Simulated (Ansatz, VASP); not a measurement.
## BN: VASP beside Ansatz

File INCAR:

```
PREC = Accurate ; ENCUT = 600
EDIFF = 1E-6 ; ISMEAR = -1
SIGMA = 0.05 ; LREAL = F
LASPH = T ; NELM = 120
ALGO = Normal ; ISIF = 2
LWAVE = F ; LCHARG = F
GGA = PS ; NBANDS = 11
GGA_COMPAT = F
```

Contents of KPOINTS:

```
regular mesh
0
Gamma
  10 10 10
```

File POSCAR:

```
BN
1.0
    0.0000000000      1.8311310100      1.8130010000
    1.8311310100      0.0000000000      1.8130010000
    1.8311310100      1.8311310100      0.0000000000
N B
1 1
Direct
    0.2500000000      0.2500000000      0.2500000000
    0.0000000000      0.0000000000      0.0000000000
```

input.yaml

```yaml
crystal:
  lattice:
    - [0.0, 1.83113101, 1.813001]
    - [1.83113101, 0.0, 1.813001]
    - [1.83113101, 1.83113101, 0.0]
  atoms:
    - { symbol: "N", position: [0.25, 0.25, 0.25] }
    - { symbol: B, position: [0.0, 0.0, 0.0] }
hamiltonian:
  xc: pbesol
  pseudopotentials: { kind: paw }
kpoints:
  mp_grid: { grid: [10, 10, 10] }
scf:
  occupations: { method: fermi_dirac, width: 0.05 }
output:
  forces: true
  stress: true
  eigenvalues: true
```

Alike in both runs: task single point; functional PBEsol; k mesh 10 × 10 × 10; occupations fermi-dirac, width 0.05 eV; no spin polarisation.

|  | VASP | Ansatz |
| --- | --- | --- |
| version | VASP 6.6.1 | Ansatz 0.2.0 |
| potentials or method | VASP PAW PBE potentials, release 64 (N, B) | Ansatz PAW |
| plane-wave cutoff (eV) | 600 | 420 |
| valence electrons in the cell | 8 | 8 |

```tsv
	VASP	Ansatz	Ansatz less VASP
gap on the k mesh at the Fermi level (eV)	4.07	4.08	+0.012
least direct gap on the mesh (eV)	8.52	8.53	+0.008
pressure (GPa)	-13.0	-13.2	-0.20
traceless stress, the component that is largest in VASP (GPa)	3.86	3.86	+0.002
```

VASP's potentials were made for PBE, not for PBEsol. With one functional, cell and mesh, what is left measures potentials, basis and numerics.

Noted on Ansatz's run: Pulay correction over one GPa.
